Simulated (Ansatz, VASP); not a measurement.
**One calculation of Sr, two programs**

```xyz
2
Lattice="4.3100 0.0000 0.0000 -2.1550 3.7326 0.0000 0.0000 0.0000 7.0500" Properties=species:S:1:pos:R:3 pbc="T T T"
Sr    0.0000    2.4884    1.7625
Sr    2.1550    1.2442    5.2875
```

Alike in both runs: task single point; functional LDA; k mesh 15 × 15 × 8; occupations gaussian, width 0.15 eV; no spin polarisation.

```csv
,VASP,Ansatz
version,VASP 6.6.1,Ansatz 0.2.0
potentials or method,"VASP PAW LDA potentials, release 64 (Sr_sv), cutoff 520 eV","scalar-relativistic, plane waves, PAW"
valence electrons in the cell,20,20
```

|  | VASP | Ansatz | Ansatz less VASP |
| --- | --- | --- | --- |
| gap on the k mesh at the Fermi level (eV) | none | none | - |
| pressure (GPa) | -1.6 | -1.6 | +0.01 |

LDA's correlation is that of Perdew and Zunger in VASP and of Perdew and Wang (1992) in Ansatz. A gap of «none» marks a metal or a gap that the smearing closes.
